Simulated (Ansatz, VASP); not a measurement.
## TiAl3 in VASP and in Ansatz

Contents of INCAR:

```
PREC     = Accurate       # precision mode
ENCUT    = 520            # plane-wave cutoff, eV
EDIFF    = 1E-6           # SCF threshold, eV
ISMEAR   = 0              # smearing method
SIGMA    = 0.1            # smearing width, eV
LREAL    = False          # projectors in reciprocal space
LASPH    = True           # aspherical terms in the spheres
NELM     = 80             # most SCF steps
ALGO     = Fast           # electronic algorithm
ISIF     = 2              # what is computed and relaxed
LWAVE    = False          # write WAVECAR
LCHARG   = True           # write CHGCAR
GGA      = PE             # functional
LELF     = True           # ELF
LVHAR    = True         
NBANDS   = 18             # bands
```

The input KPOINTS:

```
regular mesh
0
Gamma
  12 12 12
```

POSCAR

```
TiAl3
1.0
    3.8984284379      0.0000000000      0.0000000000
    0.0000000000      3.8984284379      0.0000000000
    0.0000000000      0.0000000000      3.8984284379
Ti Al
1 3
Direct
    0.0000000000      0.0000000000      0.0000000000
    0.5000000000      0.0000000000      0.5000000000
    0.0000000000      0.5000000000      0.5000000000
    0.5000000000      0.5000000000      0.0000000000
```

Input for Ansatz:

```yaml
crystal:
  lattice:
    - [3.8984284379, 0.0, 0.0]
    - [0.0, 3.8984284379, 0.0]
    - [0.0, 0.0, 3.8984284379]
  atoms:
    - { symbol: Ti, position: [0.0, 0.0, 0.0] }
    - { symbol: Al, position: [0.5, 0.0, 0.5] }
    - { symbol: Al, position: [0.0, 0.5, 0.5] }
    - { symbol: Al, position: [0.5, 0.5, 0.0] }
basis:
  ecutwfc: 420
kpoints:
  mp_grid: { grid: [12, 12, 12] }
hamiltonian:
  xc: pbe
scf:
  occupations: { method: gaussian, width: 0.1 }
output:
  forces: true
  stress: true
  eigenvalues: true
  write_density: true
  write_potential: true
  elf: true
  volumetric_format: npy
```

Alike in both runs: task single point; functional PBE; k mesh 12 × 12 × 12; occupations gaussian, width 0.1 eV; no spin polarisation.

|  | VASP | Ansatz |
| --- | --- | --- |
| version | VASP 6.6.1 | Ansatz 0.2.0 |
| potentials or method | VASP PAW PBE potentials, release 64 (Ti_sv, Al), cutoff 520 eV | scalar-relativistic, plane waves, PAW |
| valence electrons in the cell | 21 | 21 |

|  | VASP | Ansatz | Ansatz less VASP |
| --- | --- | --- | --- |
| gap on the k mesh at the Fermi level (eV) | none | none | - |
| pressure (GPa) | 7.4 | 7.5 | +0.04 |

A gap of «none» marks a metal or a gap that the smearing closes. With one functional, cell and mesh, what is left measures potentials, basis and numerics.
